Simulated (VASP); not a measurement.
Here is a VASP 6.6.1 calculation.

Contents of INCAR:

```
SYSTEM = TiO2
PREC     = Accurate       ! precision mode
ENCUT    = 520            ! plane-wave cutoff, eV
EDIFF    = 1E-7           ! SCF threshold, eV
ISMEAR   = -1             ! smearing method
SIGMA    = 0.02           ! smearing width, eV
LREAL    = .FALSE.        ! projectors in reciprocal space
LASPH    = .TRUE.         ! aspherical terms in the spheres
NELM     = 60             ! most SCF steps
ALGO     = Normal         ! electronic algorithm
ISIF     = 2              ! what is computed and relaxed
LWAVE    = .FALSE.        ! write WAVECAR
LCHARG   = .FALSE.        ! write CHGCAR
GGA      = PE             ! functional
NBANDS   = 19             ! bands
```

KPOINTS

```
Automatic mesh
0
G
  10 10 10
  0 0 0
```

File POSCAR:

```
TiO2
1.0
    0.0000000000      2.3968272579      2.3968272579
    2.2813001841      0.0000000000      2.3968272579
    2.2813001841      2.3968272579      0.0000000000
Ti O
1 2
Direct
    0.0000000000      0.0000000000      0.0000000000
    0.2500000000      0.2500000000      0.2500000000
    0.7500000000      0.7500000000      0.7500000000
```

Potentials or basis: VASP PAW PBE potentials, release 64 (Ti_sv, O).

Command:

```bash
$ cat potpaw_PBE.64/Ti_sv/POTCAR potpaw_PBE.64/O/POTCAR > POTCAR
$ mpirun -np 1 vasp_std > vasp.out
```

Q: Estimate the band gap on the k mesh.

A: 0.60 eV, indirect (least direct gap 1.38 eV).

Q: What does it give for the pressure?

A: 22.2 GPa.

Stress tensor (GPa, compression positive):
```
41.39  0.00  0.00
 0.00 12.59  0.00
 0.00  0.00 12.59
```

Caveat: the cell differs from its parent crystal (uniaxial x strain -4.8%). A k mesh can miss the band edges.
